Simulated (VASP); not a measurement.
# WC: single point with PBE

Crystal: WC.

```
W C
1.0
    -2.98680   -5.17329    0.00000
     4.48020   -2.58664    0.00000
     0.00000    0.00000    5.84580
W C
8 8
Direct
  0.72724 0.48409 0.94138
  0.71320 0.47118 0.45622
  0.46622 0.99962 0.97364
  0.47318 0.96853 0.48572
  0.24948 0.50115 0.96001
  0.23545 0.47472 0.46320
  0.97438 0.96225 0.94784
  0.99238 0.96184 0.45951
  0.51330 0.69015 0.21824
  0.47904 0.65269 0.72698
  0.24572 0.14038 0.22945
  0.20106 0.16978 0.70697
  0.01050 0.66940 0.22024
  0.95264 0.63991 0.72864
  0.73440 0.19030 0.20389
  0.71651 0.11601 0.69491
```

```json
{
  "Program": "VASP 6.6.1",
  "Task": "single point",
  "Functional": "PBE",
  "Potentials or basis": "VASP PAW PBE potentials, release 64 (W_sv, C)",
  "Cutoff": "520 eV",
  "k mesh": "2 × 2 × 2",
  "Occupations": "fermi-dirac, width 0.3 eV",
  "Spin": "no spin polarisation",
  "Dipole correction": "no",
  "Further INCAR settings": "LREAL = Auto; ALGO = Normal; EDIFF = 1e-07; NBANDS = 86"
}
```

```json
{
 "Pressure": "-12.6 GPa",
 "Largest force": "3.608 eV/Å",
 "Band gap on the k mesh": "zero (bands 72 and 73 overlap by 0.07 eV)"
}
```

Forces on the atoms (eV/Å):
```
W   -0.322  0.518  3.556
W   -0.046 -2.491  0.179
W   -1.716 -1.100 -0.534
W    1.184 -0.857 -2.842
W    0.108  3.055  1.095
W    0.725  0.219 -0.157
W    2.421 -1.432  1.799
W    3.056  0.506  0.057
C   -1.159  2.131 -0.627
C    0.099  0.725 -1.025
C    1.374  0.232 -0.471
C   -2.083 -0.308  1.078
C   -1.071  1.559 -0.934
C   -1.076 -2.303 -2.268
C   -2.510  1.218 -0.406
C    1.015 -1.673  1.500
```

Stress tensor (GPa, compression positive):
```
-11.98  -1.34   0.65
 -1.34  -9.69   0.88
  0.65   0.88 -16.21
```

Levels at points of the mesh, in eV from the Fermi level:
```tsv
k point	band 70	band 71	band 72	band 73	band 74	band 75
(0.00, 0.00, 0.00)	-0.50	-0.48	-0.24	0.21	0.42	0.61
(0.50, 0.00, 0.00)	-0.95	-0.43	0.21	0.34	0.52	0.68
(0.00, 0.50, 0.00)	-0.68	-0.28	0.04	0.73	1.12	1.43
(0.50, 0.50, 0.00)	-1.49	-1.11	-0.94	0.98	1.16	1.33
(0.00, 0.00, 0.50)	-1.03	-0.53	-0.24	0.32	0.50	0.62
(0.50, 0.00, 0.50)	-1.08	-0.93	-0.89	0.14	0.24	0.44
(0.00, 0.50, 0.50)	-1.36	-0.94	-0.77	0.46	0.68	0.78
(0.50, 0.50, 0.50)	-1.46	-1.33	-1.10	0.64	0.86	0.92
```

It took 5.5 min on 1 thread of Intel(R) Xeon(R) Platinum 8488C (Sapphire Rapids) (shared host), peak memory 0.32 GiB.

Caveat: the k points lie up to 0.61 Å⁻¹ apart; the atoms stand as in a frame of molecular dynamics; so wide a smearing shifts energies and pressures; spin-orbit coupling is left out, which moves the levels of the heavy elements; forces of over 1 eV/Å act on the atoms, so gaps and moduli don't describe the material at rest.
